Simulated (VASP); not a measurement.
Runs of VASP 6.6.1 on HfH. The structure is that of space group P6_3/mmc (No. 194), or close to it. The cells are those of the table. 

```csv
task,cell,k mesh,cutoff (eV),k mesh for the DOS,occupations for the DOS,gap on the mesh (eV),pressure (GPa),relaxed volume (Å³/atom)
single point,"a = 3.206, b = 3.206, c = 5.328 Å, angles 90.0, 90.0, 120.0°, 4 atoms",18 × 18 × 10,520,-,-,none,-0.7,-
relaxation of cell and atoms,"relaxed from a = 3.384, b = 3.384, c = 5.575 Å, angles 90.0, 90.0, 120.0°, 4 atoms",6 × 6 × 4,600,-,-,none,0.1,11.79
single point,"a = 3.205, b = 3.205, c = 5.321 Å, angles 90.0, 90.0, 120.0°, 4 atoms",6 × 6 × 4,520,-,-,none,(a),-
relaxation of cell and atoms,"relaxed from a = 3.205, b = 3.205, c = 5.321 Å, angles 90.0, 90.0, 120.0°, 4 atoms",18 × 18 × 10,600,-,-,none,0.0,(b)
single point,"a = 3.384, b = 3.384, c = 5.575 Å, angles 90.0, 90.0, 120.0°, 4 atoms",6 × 6 × 4,520,-,-,none,-16.3,-
```

Alike in all rows: level PBE; potentials or basis VASP PAW PBE potentials, release 64 (Hf_pv, H); no spin polarisation; smearing gaussian 0.1 eV.

**Question.** Estimate the missing entries.

**Answer.** (a) -0.5; (b) 11.81.

Caveats: some runs use coarse meshes; spin-orbit coupling is left out, which moves the levels of the heavy elements.

A k mesh can miss the band edges, and the runs leave out spin-orbit coupling on Hf.

A gap of «none» marks levels without a gap at the run's occupations.
